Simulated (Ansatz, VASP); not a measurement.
**Two plane-wave programs on TiCo3**

INCAR

```
  PREC = Accurate
  ENCUT = 520
  EDIFF = 1E-7
  ISMEAR = 0
  SIGMA = 0.1
  LREAL = F
  LASPH = T
  NELM = 150
  ALGO = Normal
  ISIF = 2
  LWAVE = F
  LCHARG = F
  ISPIN = 2
  MAGMOM = 0 0.3 0.3 0.3
  LORBIT = 11
  LMAXMIX = 4
  GGA = PS
  NBANDS = 32
```

The input KPOINTS:

```
regular mesh
0
Gamma
  12 12 12
```

POSCAR

```
TiCo3
1.0
    3.5283917755      0.0000000000      0.0000000000
    0.0000000000      3.5283917755      0.0000000000
    0.0000000000      0.0000000000      3.5283917755
Ti Co
1 3
Direct
    0.0000000000      0.0000000000      0.0000000000
    0.0000000000      0.5000000000      0.5000000000
    0.5000000000      0.0000000000      0.5000000000
    0.5000000000      0.5000000000      0.0000000000
```

Input for Ansatz:

```yaml
crystal:
  lattice:
    - [3.5283917755, 0.0, 0.0]
    - [0.0, 3.5283917755, 0.0]
    - [0.0, 0.0, 3.5283917755]
  atoms:
    - { symbol: Ti, position: [0.0, 0.0, 0.0] }
    - { symbol: Co, position: [0.0, 0.5, 0.5], spin: 0.3 }
    - { symbol: Co, position: [0.5, 0.0, 0.5], spin: 0.3 }
    - { symbol: Co, position: [0.5, 0.5, 0.0], spin: 0.3 }
basis:
  ecutwfc: 420
kpoints:
  mp_grid: { grid: [12, 12, 12] }
  band_path:
    path:
      - [[0.0, 0.0, 0.0], [0.0, 0.5, 0.0], [0.5, 0.5, 0.0], [0.0, 0.0, 0.0], [0.5, 0.5, 0.5], [0.0, 0.5, 0.0]]
      - [[0.5, 0.5, 0.5], [0.5, 0.5, 0.0]]
    npoints: 14
hamiltonian:
  xc: pbesol
scf:
  occupations: { method: gaussian, width: 0.1 }
  n_extra_bands: 10
output:
  forces: true
  stress: true
  eigenvalues: true
  populations: true
  dos: { projected: true, de: 0.02, nscf_kmesh: { grid: [18, 18, 18] } }
  bader: true
  write_density: true
  write_potential: true
  elf: true
  volumetric_format: npy
magnetization:
  spin_polarized: true
checkpoint:
  read: start.run
  write: ck
  compress: false
  write_wavefunctions: false
  write_every: 100000
```

Alike in both runs: task single point; functional PBEsol; k mesh 12 × 12 × 12; occupations gaussian, width 0.1 eV; collinear spin.

```csv
,VASP,Ansatz
version,VASP 6.6.1,Ansatz 0.2.0
potentials or method,"VASP PAW PBE potentials, release 64 (Ti_sv, Co), cutoff 520 eV","scalar-relativistic, plane waves, PAW"
valence electrons in the cell,39,63
```

|  | VASP | Ansatz | Ansatz less VASP |
| --- | --- | --- | --- |
| gap on the k mesh at the Fermi level (eV) | none | none | - |
| pressure (GPa) | -0.7 | 0.0 | +0.68 |
| net moment per atom (μB) | 0.17 | 0.17 | +0.002 |
| size of the moment on the site where the two differ most (μB) | 0.26 | 0.27 | +0.009 |

VASP's potentials were made for PBE, not for PBEsol. Site moments also hang on the region over which each program counts them. A gap of «none» marks a metal or a gap that the smearing closes. VASP's potentials hold 39 valence electrons a cell and Ansatz's 63, so a difference there can come from the potentials and not from the codes. Ansatz's warnings: stability check not made.
